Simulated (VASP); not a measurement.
Input of a VASP 6.6.1 run:

Contents of INCAR:

```
ALGO = Normal
EDIFF = 1E-7
ENCUT = 520
GGA = PE
ISIF = 2
ISMEAR = 0
LASPH = T
LCHARG = F
LREAL = F
LWAVE = F
NBANDS = 20
NELM = 80
PREC = Accurate
SIGMA = 0.02
```

File KPOINTS:

```
k-points
0
Gamma
  12 12 4
```

POSCAR

```
SnSe2
1.0
    3.8574321128      0.0000000000      0.0000000000
   -1.9287160564      3.3406342030      0.0000000000
    0.0000000000      0.0000000000      6.4064355845
Sn Se
1 2
Direct
    0.0000000000      0.0000000000      0.0000000000
    0.3333333333      0.6666666667      0.2492177531
    0.6666666667      0.3333333333      0.7507822469
```

Potentials or basis: VASP PAW PBE potentials, release 64 (Sn_d, Se).

The run is started by

```sh
$ cat potpaw_PBE.64/Sn_d/POTCAR potpaw_PBE.64/Se/POTCAR > POTCAR
$ mpirun -np 1 vasp_std > vasp.out
```

Estimate the band gap on the k mesh.

0.69 eV (least direct gap 1.13 eV).

Estimate the largest force.

0.008 eV/Å.

What does it give for the pressure?

0.8 GPa.

Stress tensor (GPa, compression positive):
```
0.86 0.00 0.00
0.00 0.86 0.00
0.00 0.00 0.75
```

Caveat: semilocal functionals underestimate gaps, and a narrow one can read as zero; spin-orbit coupling is left out, which moves the levels of the heavy elements; this functional lacks dispersion, which binds layers or chains, so the pressure and a relaxed spacing across them are unreliable. A k mesh can miss the band edges.
